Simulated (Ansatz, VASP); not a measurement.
One calculation of Si2W, two programs

```
Si W
1.0
     0.00000   -3.20250    0.00000
    -3.20250    0.00000    0.00000
     0.00000    0.00000   -7.81573
Si W
4 2
Cartesian
  -1.6012 -1.6012 -1.2935
  -3.2025 -3.2025 -5.2014
  -1.6012 -1.6012 -6.5222
  -3.2025 -3.2025 -2.6144
  0.0000 0.0000 0.0000
  -1.6012 -1.6012 -3.9079
```

Alike in both runs: task single point; functional PBEsol; k mesh 10 × 10 × 6; occupations gaussian, width 0.15 eV; no spin polarisation.

|  | VASP | Ansatz |
| --- | --- | --- |
| version | VASP 6.6.1 | Ansatz 0.2.0 |
| potentials or method | VASP PAW PBE potentials, release 64 (Si, W_sv), cutoff 520 eV | scalar-relativistic, plane waves, PAW |
| valence electrons in the cell | 44 | 44 |

|  | VASP | Ansatz | Ansatz less VASP |
| --- | --- | --- | --- |
| gap on the k mesh at the Fermi level (eV) | none | none | - |
| pressure (GPa) | 0.3 | 0.0 | -0.30 |
| traceless stress, the component that is largest in VASP (GPa) | -0.07 | -0.02 | +0.041 |
| rms of the force components (eV/Å) | 0.001 | 0.003 | +0.0024 |

VASP's potentials were made for PBE, not for PBEsol. Atom by atom the forces differ by 0.002 eV/Å (rms over components). A gap of «none» marks a metal or a gap that the smearing closes.

Spin-orbit coupling is off throughout.
